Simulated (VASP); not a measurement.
A run of VASP 6.6.1:

The input INCAR:

```
SYSTEM = NbTe
ALGO     = Normal         ! electronic algorithm
EDIFF    = 1E-6           ! SCF threshold, eV
ENCUT    = 520            ! plane-wave cutoff, eV
GGA      = PE             ! functional
ISIF     = 2              ! what is computed and relaxed
ISMEAR   = 0              ! smearing method
LASPH    = .True.         ! aspherical terms in the spheres
LCHARG   = .True.         ! write CHGCAR
LELF     = .True.         ! ELF
LREAL    = .False.        ! projectors in reciprocal space
LVHAR    = .True.       
LWAVE    = .False.        ! write WAVECAR
NBANDS   = 16             ! bands
NELM     = 60             ! most SCF steps
PREC     = Accurate       ! precision mode
SIGMA    = 0.02           ! smearing width, eV
```

KPOINTS

```
k-points
0
Gamma
  8 8 8
  0 0 0
```

File POSCAR:

```
NbTe
1.0
    3.4257000000      0.0000000000      0.0000000000
    0.0000000000      3.4257000000      0.0000000000
    0.0000000000      0.0000000000      3.4257000000
Nb Te
1 1
Direct
    0.5000000000      0.5000000000      0.5000000000
    0.0000000000      0.0000000000      0.0000000000
```

Potentials or basis: VASP PAW PBE potentials, release 64 (Nb_sv, Te).

The run is started by

```bash
$ cat potpaw_PBE.64/Nb_sv/POTCAR potpaw_PBE.64/Te/POTCAR > POTCAR
$ mpirun -np 1 vasp_std > vasp.out
```

Hardware: 1 thread of Intel Xeon 8259CL (shared host).

Task: How long does it take, and how much memory?

Result: Run time: 44 s on 1 thread of Intel Xeon 8259CL, with other jobs on the host, peak memory 0.17 GiB. Counts: scf iterations 12, k points 35.
